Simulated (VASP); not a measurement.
# TiAl3 (Amm2) in VASP: further runs

The runs below take TiAl3 through single point, with LDA.

All numbers are computed with VASP 6.6.1; they aren't measurements. Logs are shortened: lines on timing, memory, paths and dates and some standing lists are left out, and cuts for length are marked.

### 1 The cell of the first run

Symmetry: Amm2, No. 38, orthorhombic system. Conventional cell: a = 3.911 Å, b = 7.821 Å, c = 7.821 Å, α = 90.00°, β = 90.00°, γ = 90.00°. Within 3.5 Å of Ti (site symmetry m) lie 12 Al at 2.67 to 2.86 Å. Al (site symmetry mm2) has 8 Al at 2.68 to 2.82 Å and 4 Ti at 2.86 Å within 3.5 Å. Al (site symmetry mm2) has 4 Ti at 2.67 Å and 8 Al at 2.71 to 2.85 Å within 3.5 Å. Al (site symmetry m) has 8 Al at 2.71 to 2.82 Å and 4 Ti at 2.77 Å within 3.6 Å. Al (site symmetry mm2) has 8 Al at 2.68 to 2.80 Å and 4 Ti at 2.74 to 2.80 Å within 3.5 Å. Al (site symmetry mm2) has 14 Al at 2.73 to 4.09 Å and 4 Ti at 2.74 to 2.80 Å within 4.1 Å.

### 2 Single point, LDA (atoms displaced along several vibrational modes)

Contents of INCAR:

```
SYSTEM = TiAl3
  PREC = Accurate
  ENCUT = 550
  EDIFF = 1E-6
  ISMEAR = 0
  SIGMA = 0.15
  LREAL = .False.
  LASPH = .True.
  NELM = 300
  ALGO = All
  ISIF = 2
  LWAVE = .False.
  LCHARG = .False.
  GGA = CA
  NBANDS = 31
  GGA_COMPAT = .False.
  ISEARCH = 1
  KPAR = 4
```

Contents of KPOINTS:

```
Automatic mesh
0
Gamma
  10 8 8
  0 0 0
```

Contents of POSCAR:

```
TiAl3
1.0
   -3.9105245017      0.0000000000      0.0000000000
    0.0000000000      3.9105245017      3.9105245017
    0.0000000000      3.9105245017     -3.9105245017
Ti Al
2 6
Direct
    0.0000000000      0.4832503287      0.4832503287
    0.0000000000      0.0167496713      0.0167496713
    0.5000000000      0.7453970369      0.7546029631
    0.5000000000      0.2546029631      0.2453970369
    0.5000000000      0.7453970369      0.2453970369
    0.5000000000      0.2546029631      0.7546029631
    0.0000000000      0.5112783812     -0.0112783812
    0.0000000000     -0.0112783812      0.5112783812
```

Potentials or basis: VASP PAW LDA potentials, release 64 (Ti_sv, Al).

Started as:

```bash
cat potpaw_LDA.64/Ti_sv/POTCAR potpaw_LDA.64/Al/POTCAR > POTCAR
mpirun -np 4 vasp_std > vasp.out
```

OUTCAR:

```text
SYSTEM = TiAl3
   PREC = Accurate
   ENCUT = 550
   EDIFF = 1E-6
   ISMEAR = 0
   LREAL = .False.
   LASPH = .True.
   NELM = 300
   ISIF = 2
   GGA = CA

 ion  position               nearest neighbor table
   1  0.000  0.483  0.483-   4 2.67   4 2.67   8 2.74   7 2.74   5 2.77   5 2.77   6 2.77   6 2.77
                             8 2.80   7 2.80   3 2.86   3 2.86
   2  0.000  0.017  0.017-   4 2.67   4 2.67   8 2.74   7 2.74   6 2.77   6 2.77   5 2.77   5 2.77
                             7 2.80   8 2.80   3 2.86   3 2.86
   3  0.500  0.745  0.755-   7 2.68   7 2.68   5 2.71   6 2.71   8 2.73   8 2.73   6 2.82   5 2.82
                             1 2.86   2 2.86   2 2.86   1 2.86
   4  0.500  0.255  0.245-   1 2.67   2 2.67   1 2.67   2 2.67   5 2.71   6 2.71   7 2.80   7 2.80
                             5 2.82   6 2.82   8 2.85   8 2.85
   5  0.500  0.745  0.245-   3 2.71   4 2.71   7 2.74   7 2.74   1 2.77   1 2.77   2 2.77   2 2.77
                             8 2.79   8 2.79   4 2.82   3 2.82
   6  0.500  0.255  0.755-   3 2.71   4 2.71   7 2.74   7 2.74   2 2.77   2 2.77   1 2.77   1 2.77
                             8 2.79   8 2.79   4 2.82   3 2.82
   7  0.000  0.511  0.989-   3 2.68   3 2.68   1 2.74   2 2.74   6 2.74   5 2.74   5 2.74   6 2.74
                             1 2.80   2 2.80   4 2.80   4 2.80
   8  0.000  0.989  0.511-   3 2.73   3 2.73   1 2.74   2 2.74   6 2.79   5 2.79   5 2.79   6 2.79
                             1 2.80   2 2.80   4 2.85   4 2.85

  LATTYP: Found a simple tetragonal cell.
 ALAT       =     5.5303167863
 C/A-ratio  =     0.7071067812

  Lattice vectors:

 A1 = (   0.0000000000,   3.9105245017,   3.9105245017)
 A2 = (   0.0000000000,   3.9105245017,  -3.9105245017)
 A3 = (  -3.9105245017,   0.0000000000,   0.0000000000)

Analysis of symmetry for initial positions (statically):
=====================================================================
 Subroutine PRICEL returns:
 Original cell was already a primitive cell.

 Routine SETGRP: Setting up the symmetry group for a
 simple tetragonal supercell.

 Subroutine GETGRP returns: Found  4 space group operations
 (whereof  2 operations were pure point group operations)
 out of a pool of 16 trial point group operations.

The static configuration has the point symmetry C_1h.
 The point group associated with its full space group is C_2v.

Analysis of symmetry for dynamics (positions and initial velocities):
=====================================================================
 Subroutine PRICEL returns:
 Original cell was already a primitive cell.

 Routine SETGRP: Setting up the symmetry group for a
 simple tetragonal supercell.

 Subroutine GETGRP returns: Found  4 space group operations
 (whereof  2 operations were pure point group operations)
 out of a pool of 16 trial point group operations.

The dynamic configuration has the point symmetry C_1h.
 The point group associated with its full space group is C_2v.

 Subroutine INISYM returns: Found  4 space group operations
 (whereof  2 operations are pure point group operations),
 and found     1 'primitive' translations

----------------------------------------------------------------------------------------

                                     Primitive cell

  volume of cell :     119.6011

  direct lattice vectors                    reciprocal lattice vectors
    -3.910524502  0.000000000  0.000000000    -0.255720172  0.000000000  0.000000000
     0.000000000  3.910524502  3.910524502     0.000000000  0.127860086  0.127860086
     0.000000000  3.910524502 -3.910524502     0.000000000  0.127860086 -0.127860086

  length of vectors
     3.910524502  5.530316786  5.530316786     0.255720172  0.180821468  0.180821468

  position of ions in fractional coordinates (direct lattice)
     0.000000000  0.483250329  0.483250329
     0.000000000  0.016749671  0.016749671
     0.500000000  0.745397037  0.754602963
     0.500000000  0.254602963  0.245397037
     0.500000000  0.745397037  0.245397037
     0.500000000  0.254602963  0.754602963
     0.000000000  0.511278381  0.988721619
     0.000000000  0.988721619  0.511278381

  ion indices of the primitive-cell ions
   primitive index   ion index
                 1           1
                 2           2
                 3           3
                 4           4
                 5           5
                 6           6
                 7           7
                 8           8

----------------------------------------------------------------------------------------

 KPOINTS: Automatic mesh

Automatic generation of k-mesh.
 Grid dimensions read from file:
 generate k-points for:   10    8    8

 Generating k-lattice:

  Cartesian coordinates                     Fractional coordinates (reciprocal lattice)
    -0.025572017  0.000000000  0.000000000     0.100000000  0.000000000  0.000000000
     0.000000000  0.015982511  0.015982511     0.000000000  0.125000000  0.000000000
     0.000000000  0.015982511 -0.015982511     0.000000000  0.000000000  0.125000000

  Length of vectors
     0.025572017  0.022602684  0.022602684

  Shift w.r.t. Gamma in fractional coordinates (k-lattice)
     0.000000000  0.000000000  0.000000000

 Subroutine IBZKPT returns following result:
 ===========================================

 Found    126 irreducible k-points:

 Following reciprocal coordinates:
            Coordinates               Weight
  0.000000  0.000000  0.000000      1.000000
  0.100000  0.000000  0.000000      2.000000
  0.200000  0.000000  0.000000      2.000000
  0.300000  0.000000  0.000000      2.000000
  0.400000  0.000000  0.000000      2.000000
  0.500000  0.000000  0.000000      1.000000
[... 16 lines left out ...]
  0.400000  0.375000  0.000000      8.000000
  0.500000  0.375000  0.000000      4.000000
 [... further k-points ...]
   k-points           NKPTS =    126   k-points in BZ     NKDIM =    126   number of bands    NBANDS=     31
   number of dos      NEDOS =    301   number of ions     NIONS =      8
   total plane-waves  NPLWV =  52920
   dimension x,y,z NGX =    30 NGY =   42 NGZ =   42
   dimension x,y,z NGXF=    60 NGYF=   84 NGZF=   84
   ions per type =               2   6
   NGX,Y,Z   is equivalent  to a cutoff of  12.75, 12.63, 12.63 a.u.
   NGXF,Y,Z  is equivalent  to a cutoff of  25.51, 25.25, 25.25 a.u.
 SYSTEM =  TiAl3
   PREC   = accura    normal or accurate (medium, high low for compatibility)
   ISTART =      0    job   : 0-new  1-cont  2-samecut
   ICHARG =      2    charge: 1-file 2-atom 10-const
   ISPIN  =      1    spin polarized calculation?
   LNONCOLLINEAR =      F non collinear calculations
   LSORBIT =      F    spin-orbit coupling
   LASPH  =      T    aspherical Exc in radial PAW
   ENCUT  =  550.0 eV  40.42 Ry    6.36 a.u.   7.48 10.58 10.58*2*pi/ulx,y,z
   NELM   =    300;   NELMIN=  2; NELMDL= -5     # of ELM steps
   EDIFF  = 0.1E-05   stopping-criterion for ELM
   LREAL  =      F    real-space projection
   EDIFFG = 0.1E-04   stopping-criterion for IOM
   NSW    =      0    number of steps for IOM
   IBRION =     -1    ionic relax: 0-MD 1-quasi-New 2-CG
   NFREE  =      0    steps in history (QN), initial steepest desc. (CG)
   ISIF   =      2    stress and relaxation
   ISYM   =      2    0-nonsym 1-usesym 2-fastsym
   POTIM  = 0.5000    time-step for ionic-motion
   TEBEG  =    0.0;   TEEND  =   0.0 temperature during run
   PSTRESS=    0.0 pullay stress
   NELECT =      42.0000    total number of electrons
   NUPDOWN=      -1.0000    fix difference up-down
   EMIN   =  10.00;   EMAX   =-10.00  energy-range for DOS
   EFERMI =   0.00;   METHOD = LEGACY
   ISMEAR =     0;   SIGMA  =   0.15  broadening in eV -4-tet -1-fermi 0-gaus
   EFERMI_NEDOS =   21; number of points for ismear=-14 and -15
   IALGO  =     58    algorithm
   IMIX   =      4    mixing-type and parameters
     AMIX     =   0.40;   BMIX     =  1.00
     AMIX_MAG =   1.60;   BMIX_MAG =  1.00
  volume/ion in A,a.u.               =      14.95       100.89
  Fermi-wavevector in a.u.,A,eV,Ry     =   1.154994  2.182621 18.150311  1.334010
  Thomas-Fermi vector in A             =   2.291626
   LORBIT       =      0    0 simple, 1 ext, 2 COOP (PROOUT), +10 PAW based schemes
   GGA     = CA    functional components
   LHFCALC =     F    Hartree Fock is set to
   AEXX    =    0.0000 exact exchange contribution
   IVDW    =     0    specifies the selected vdW correction
   LEPSILON=     F    determine dielectric tensor
   LRPA    =     F    only Hartree local field effects (RPA)
 non-spin polarized calculation
 Gauss-broadening in eV      SIGMA  =   0.15
  energy-cutoff  :      550.00
  volume of cell :      119.60
 maximum number of plane-waves:      3527
 NGX is ok and might be reduce to    30
   NGX = 15   NGY = 21   NGZ = 21

 number of electron      42.0000009 magnetization

 Free energy of the ion-electron system (eV)
  ---------------------------------------------------
  ext. energy  EPLUGINS =         0.00000000
  ---------------------------------------------------
  free energy    TOTEN  =       -45.28433999 eV

  energy without entropy =      -45.23247268  energy(sigma->0) =      -45.25840633

 E-fermi :   9.2396     XC(G=0): -11.1641

 val. band max:        9.2352537963   @ k =   0.1000  -0.1250   0.1250
 cond. band min:       9.2422359956   @ k =   0.1000  -0.3750   0.3750
 fundamental gap:      0.0069821993
 Fermi energy:         9.2396339918

 k-point     1 :       0.0000    0.0000    0.0000
  band No.  band energies     occupation
      1     -46.9164      2.00000
      2     -46.9138      2.00000
      3     -23.6440      2.00000
      4     -23.6303      2.00000
      5     -23.6238      2.00000
      6     -23.6212      2.00000
[... 23 lines left out ...]
     30      12.9580      0.00000
     31      13.9154      0.00000
[... 751 lines left out ...]
      1     -46.9148      2.00000
      2     -46.9134      2.00000
      3     -23.6445      2.00000
      4     -23.6408      2.00000
      5     -23.6355      2.00000
      6     -23.6281      2.00000
[... 23 lines left out ...]
     30      12.1546      0.00000
     31      12.4277      0.00000

 [... further k-points ...]

------------------------ aborting loop because EDIFF is reached ----------------------------------------

  FORCE on cell =-STRESS in cart. coord.  units (eV):
  Direction    XX          YY          ZZ          XY          YZ          ZX
  --------------------------------------------------------------------------------------
  -------------------------------------------------------------------------------------
  Total        0.4148363      1.2601630      0.0546301      0.0000000      0.0000000      0.0000000
  in kB        5.5571526     16.8811603      0.7318261      0.0000000      0.0000000      0.0000000
  external PRESSURE =       7.7233797 kB  Pullay stress =       0.0000000 kB

 VOLUME and BASIS-vectors are now :
 -----------------------------------------------------------------------------
  energy-cutoff  :      550.00
  volume of cell :      119.60
      direct lattice vectors                 reciprocal lattice vectors
    -3.910524502  0.000000000  0.000000000    -0.255720172  0.000000000  0.000000000
     0.000000000  3.910524502  3.910524502     0.000000000  0.127860086  0.127860086
     0.000000000  3.910524502 -3.910524502     0.000000000  0.127860086 -0.127860086

 POSITION                                       TOTAL-FORCE (eV/Angst)
 -----------------------------------------------------------------------------------
      0.00000      3.77952      0.00000         0.000000      0.707545     -0.018991
      0.00000      0.13100      0.00000         0.000000     -0.707545     -0.018991
     -1.95526      5.86579     -0.03600         0.000000      0.000000      0.363689
     -1.95526      1.95526      0.03600         0.000000      0.000000     -0.314553
     -1.95526      3.87452      1.95526         0.000000      0.336549      0.008850
     -1.95526      3.94652     -1.95526         0.000000     -0.336549      0.008850
      0.00000      5.86579     -1.86705         0.000000      0.000000     -0.249943
      0.00000      5.86579      1.86705         0.000000      0.000000      0.221089
 -----------------------------------------------------------------------------------
    total drift:                               -0.000000     -0.000000     -0.000325

  FREE ENERGIE OF THE ION-ELECTRON SYSTEM (eV)
  ---------------------------------------------------
  free  energy   TOTEN  =       -45.2843399882 eV

  energy  without entropy=      -45.2324717452  energy(sigma->0) =      -45.25840587
```

It took 79 s on 4 MPI ranks of Intel Xeon 6975P-C (Granite Rapids), shared host; peak memory 0.88 GiB.

Results:

```yaml
Free_energy: -45.2843 eV
Pressure: 0.8 GPa
Largest_force: 0.708 eV/Å
Band_gap_on_the_k_mesh: zero (bands 21 and 22 overlap by 0.85 eV)
```

Forces on the atoms (eV/Å):
```
Ti   0.000  0.708 -0.019
Ti   0.000 -0.708 -0.019
Al   0.000  0.000  0.364
Al   0.000  0.000 -0.315
Al   0.000  0.337  0.009
Al   0.000 -0.337  0.009
Al   0.000  0.000 -0.250
Al   0.000  0.000  0.221
```

Caveat: the cell differs from its parent crystal (atoms displaced along several vibrational modes).

[end of part 1 of 2]
